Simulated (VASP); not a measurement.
CaF:

```xyz
4
Lattice="3.7851 0.0000 0.0000 0.0000 3.7851 0.0000 0.0000 0.0000 5.4054" Properties=species:S:1:pos:R:3 pbc="T T T"
Ca    1.8925    1.8925    0.0000
Ca    0.0000    0.0000    0.0000
F     1.8925    1.8925    3.4723
F     1.8925    1.8925    1.9331
```

- Program: VASP 6.6.1
- Task: relaxation of cell and atoms
- Functional: PBE
- Potentials or basis: VASP PAW PBE potentials, release 64 (Ca_sv, F)
- Cutoff: 600 eV
- k mesh: 4 × 4 × 4
- Occupations: gaussian, width 0.1 eV
- Spin: no spin polarisation

At the start: pressure 34.1 GPa; volume 19.36 Å³/atom.

Q: Where does the relaxation end?

A: Over 17 steps the energy falls by 1563.7 meV/atom and the volume is 36.06 Å³/atom (+86.3 %); space group P4/mmm (No. 123, to 0.05 Å).

Step by step:
```
step  energy change (eV)  largest force (eV/Å)  pressure (GPa)  volume (Å³)
   1              0.0000               12.4066           34.05        77.44
   2             -4.8792                4.1219            6.77       130.95
   3             -4.7162                3.8781           14.08       102.68
   4             -4.6827                5.1510           10.07       124.54
   5             -1.0052                2.6641          -14.00       176.99
   6             -5.2737                0.1302           -0.60       138.03
   7             -5.3229                0.7826            1.06       135.14
   8             -5.3255                1.0043            1.61       134.26
   9             -5.6969                1.1258            0.76       141.58
  10             -5.9893                1.3943           -0.17       153.72
  11             -6.0070                1.4602           -0.45       156.99
  12             -6.0472                0.6435           -3.62       160.44
  13             -6.0910                0.1587           -2.39       158.92
  14             -6.2306                0.0838           -0.96       149.92
  15             -6.2541                0.0038           -0.17       144.97
  16             -6.2541                0.0102           -0.13       144.70
  17             -6.2550                0.0332           -0.12       144.25
```

Final structure:
```
Ca F
1.0
     4.66063    0.00000    0.00000
     0.00000    4.66063    0.00000
     0.00000    0.00000    6.64092
Ca F
2 2
Direct
  0.50000 0.50000 0.00000
  0.00000 0.00000 0.00000
  0.50000 0.50000 0.69735
  0.50000 0.50000 0.30265
```

Caveat: the k points lie up to 0.34 Å⁻¹ apart in the final cell; the volume moved by over 15 % at a fixed basis, so the end points are rough.
